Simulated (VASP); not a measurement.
Input of a VASP 6.6.1 run:

The input POSCAR:

```
TaAs
1.0
   -1.7202506309      1.7202506309      5.8629647290
    1.7202506309     -1.7202506309      5.8629647290
    1.7202506309      1.7202506309     -5.8629647290
Ta As
2 2
Direct
    0.5000125150      1.0000125150      0.5000000000
    0.7500125150      0.7500125150      0.0000000000
    0.0825869050      0.5825869050      0.5000000000
    0.3325869050      0.3325869050      0.0000000000
```

File INCAR.step1:

```
ALGO = Normal ; EDIFF = 1E-4
ENCUT = 520 ; GGA = PE
ISMEAR = -1 ; LASPH = True
LCHARG = False ; LREAL = False
LWAVE = True ; NBANDS = 24
NELM = 60 ; PREC = Accurate
SIGMA = 0.02
```

INCAR.step2

```
ALGO = Normal ; EDIFF = 1E-6
ENCUT = 520 ; ISIF = 2
ISMEAR = -1 ; ISTART = 1
LASPH = True ; LCHARG = False
LMIXTAU = True ; LREAL = False
LWAVE = False ; METAGGA = R2SCAN
NBANDS = 24 ; NELM = 60
PREC = Accurate ; SIGMA = 0.02
```

The input KPOINTS:

```
k-points
0
Gamma
  10 10 10
```

Potentials or basis: VASP PAW PBE potentials, release 64 (Ta_pv, As).

Command:

```bash
$ cat potpaw_PBE.64/Ta_pv/POTCAR potpaw_PBE.64/As/POTCAR > POTCAR
$ cp INCAR.step1 INCAR
$ mpirun -np 1 vasp_std > vasp.out
$ cp INCAR.step2 INCAR
$ mpirun -np 1 vasp_std > vasp.out
```

(1) Estimate the pressure.

(2) What does it give for the band gap on the k mesh?

(3) What does it give for the largest force?

Answers

(1) 0.5 GPa.

(2) 0.06 eV, indirect (least direct gap 0.09 eV).

(3) 0.003 eV/Å.

Caveat: the PAW data sets were made with another functional, which shifts forces and pressure a little; spin-orbit coupling is left out, which moves the levels of the heavy elements.
